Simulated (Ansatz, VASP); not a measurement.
## TaSi: VASP beside Ansatz

File INCAR:

```
PREC = Accurate
ENCUT = 520
EDIFF = 1E-6
ISMEAR = -1
SIGMA = 0.05
LREAL = F
LASPH = T
NELM = 80
ALGO = Normal
ISIF = 2
LWAVE = F
LCHARG = T
LDIPOL = T
IDIPOL = 3
DIPOL = 0.5 0.5 0.276
GGA = PS
LELF = T
LVHAR = T
LVACPOTAV = T
NBANDS = 14
```

The input KPOINTS:

```
Automatic mesh
0
Gamma
  11 11 1
```

Contents of POSCAR:

```
TaSi
1.0
    2.7385900000      0.0000000000      0.0000000000
   -1.3692900000      2.3716900000      0.0000000000
    0.0000000000      0.0000000000     29.0170200000
Ta Si
1 1
Direct
    0.0000000000      0.0000000000      0.2306600000
    0.0000000000      0.0000000000      0.3207400000
```

The input input.yaml:

```yaml
crystal:
  lattice:
    - [2.73859, 0.0, 0.0]
    - [-1.36929, 2.37169, 0.0]
    - [0.0, 0.0, 29.01702]
  atoms:
    - { symbol: Ta, position: [0.0, 0.0, 0.23066] }
    - { symbol: Si, position: [0.0, 0.0, 0.32074] }
  periodic: [true, true, false]
kpoints:
  mp_grid: { grid: [11, 11, 1] }
scf:
  occupations: { method: fermi_dirac, width: 0.05 }
hamiltonian:
  xc: pbesol
  pseudopotentials: { kind: all_electron, lapw: { basis_error: 0.002 } }
output:
  forces: true
  stress: true
  eigenvalues: true
```

Alike in both runs: functional PBEsol; k mesh 11 × 11 × 1; occupations fermi-dirac, width 0.05 eV; no spin polarisation.

|  | VASP | Ansatz |
| --- | --- | --- |
| version | VASP 6.6.1 | Ansatz 0.2.0 |
| potentials or method | VASP PAW PBE potentials, release 64 (Ta_pv, Si), cutoff 520 eV | all-electron LAPW, scalar-relativistic |
| task | single point | work function |

|  | VASP | Ansatz | Ansatz less VASP |
| --- | --- | --- | --- |
| gap on the k mesh at the Fermi level (eV) | none | none | - |
| rms of the force components (eV/Å) | 0.012 | 0.020 | +0.0080 |

VASP's potentials were made for PBE, not for PBEsol. Atom by atom the forces differ by 0.008 eV/Å (rms over components). A gap of «none» marks a metal or a gap that the smearing closes. Ansatz ran all-electron here, and VASP with PAW potentials.

Spin-orbit coupling is off throughout.
